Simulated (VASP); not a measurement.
Wanted: the native input for a VASP 6.6.1 run.

| Quantity | Value |
| --- | --- |
| Task | relaxation of cell and atoms |
| Functional | PBE |
| Potentials or basis | VASP PAW PBE potentials, release 64 (Ta_pv, N) |
| Cutoff | 600 eV |
| k mesh | 17 × 17 × 15 |
| Occupations | fermi-dirac, width 0.08 eV |
| Spin | no spin polarisation |
| Target pressure | 210 GPa |
| Dipole correction | no |
| Further INCAR settings | ALGO = Normal; EDIFF = 1e-07; IBRION = 2; EDIFFG = -0.005; NSW = 32; ISIF = 3 |

The structure of TaN (WC type) lies in POSCAR:

```
TaN
1.0
    2.6342597309      0.0000000000      0.0000000000
   -1.3171298655      2.2813358471      0.0000000000
    0.0000000000      0.0000000000      2.6426177551
Ta N
1 1
Direct
    0.0000000000      0.0000000000      0.0000000000
    0.3333333333      0.6666666667      0.5000000000
```

The input as run:

INCAR

```
SYSTEM = TaN
ALGO = Normal ; EDIFF = 1E-7
EDIFFG = -0.005 ; ENCUT = 600
GGA = PE ; IBRION = 2
ISIF = 3 ; ISMEAR = -1
LASPH = .True. ; LCHARG = .False.
LREAL = .False. ; LWAVE = .False.
NELM = 80 ; NSW = 32
PREC = Accurate ; PSTRESS = 2100.0
SIGMA = 0.08
```

KPOINTS

```
k-points
0
Gamma
  17 17 15
  0 0 0
```

Potentials or basis: VASP PAW PBE potentials, release 64 (Ta_pv, N).

Command:

```console
$ cat potpaw_PBE.64/Ta_pv/POTCAR potpaw_PBE.64/N/POTCAR > POTCAR
$ mpirun -np 1 vasp_std > vasp.out
```

It gave:

```json
{
 "Relaxed volume": "7.97 Å³/atom",
 "Relaxed cell": "a = 2.637 Å, b = 2.637 Å, c = 2.646 Å, α = 90.00°, β = 90.00°, γ = 120.00°",
 "Space group after relaxing (to 0.1 Å)": "P-6m2 (No. 187)",
 "Energy change on relaxing (the run minimises the enthalpy)": "-40.5 meV/atom",
 "Ionic steps": "3",
 "Pressure after relaxing": "210.0 GPa",
 "Band gap on the k mesh": "zero (bands 8 and 9 overlap by 0.81 eV)"
}
```

Caveat: the cell is relaxed towards a set pressure, so the run minimises the enthalpy, not the energy; spin-orbit coupling is left out, which moves the levels of the heavy elements.

It took 69 s on 1 thread of Intel Xeon 8259CL, with other jobs on the host, peak memory 0.21 GiB.
